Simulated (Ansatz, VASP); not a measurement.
## Two plane-wave programs on Mg2Pd

Contents of INCAR:

```
PREC = Accurate
ENCUT = 520
EDIFF = 1E-7
ISMEAR = 1
SIGMA = 0.15
LREAL = False
LASPH = True
NELM = 80
ALGO = Normal
ISIF = 2
LWAVE = False
LCHARG = True
GGA = CA
LELF = True
LVHAR = True
NBANDS = 14
```

File KPOINTS:

```
regular mesh
0
Gamma
  8 8 8
```

POSCAR

```
Mg2Pd
1.0
   -1.6200259000      1.6200259000      5.0401132800
    1.6200259000     -1.6200259000      5.0401132800
    1.6200259000      1.6200259000     -5.0401132800
Mg Pd
2 1
Direct
    0.6472166100      0.6472166100      0.0000000000
    0.3527833900      0.3527833900      0.0000000000
    0.0000000000      0.0000000000      0.0000000000
```

Input for Ansatz:

```yaml
crystal:
  lattice:
    - [-1.6200259, 1.6200259, 5.04011328]
    - [1.6200259, -1.6200259, 5.04011328]
    - [1.6200259, 1.6200259, -5.04011328]
  atoms:
    - { symbol: Mg, position: [0.64721661, 0.64721661, 0.0] }
    - { symbol: Mg, position: [0.35278339, 0.35278339, 0.0] }
    - { symbol: Pd, position: [0.0, 0.0, 0.0] }
basis:
  ecutwfc: 475.0
kpoints:
  mp_grid:
    grid: [8, 8, 8]
    shift: [0.0, 0.0, 0.0]
hamiltonian:
  xc: lda
scf:
  convergence:
    dr2_threshold: 1.0e-08
  occupations:
    method: cold
    width: 0.15
  eigensolver:
    kind: auto
output:
  forces: true
  stress: true
```

Alike in both runs: task single point; functional LDA; k mesh 8 × 8 × 8; no spin polarisation.

|  | VASP | Ansatz |
| --- | --- | --- |
| version | VASP 6.6.1 | Ansatz 0.2.0 |
| potentials or method | VASP PAW LDA potentials, release 64 (Mg, Pd), cutoff 520 eV | plane waves, PAW |
| occupations | methfessel-paxton of order 1, width 0.15 eV | cold, width 0.15 eV |
| valence electrons in the cell | 14 | 38 |

Ansatz gave:

```
pressure (GPa)                                                : -3.6
traceless stress, the component that is largest in VASP (GPa) : 0.33
rms of the force components (eV/Å)                            : 0.101
```

Task: What did VASP give for the same quantities?

Result: Pressure (GPa): -3.9; traceless stress, the component that is largest in VASP (GPa): 0.27; rms of the force components (eV/Å): 0.096.

LDA's correlation is that of Perdew and Zunger in VASP and of Perdew and Wang (1992) in Ansatz. Atom by atom the forces differ by 0.005 eV/Å (rms over components). VASP's potentials hold 14 valence electrons a cell and Ansatz's 38, so a difference there can come from the potentials and not from the codes. Ansatz's warnings: stress scf threshold loose.
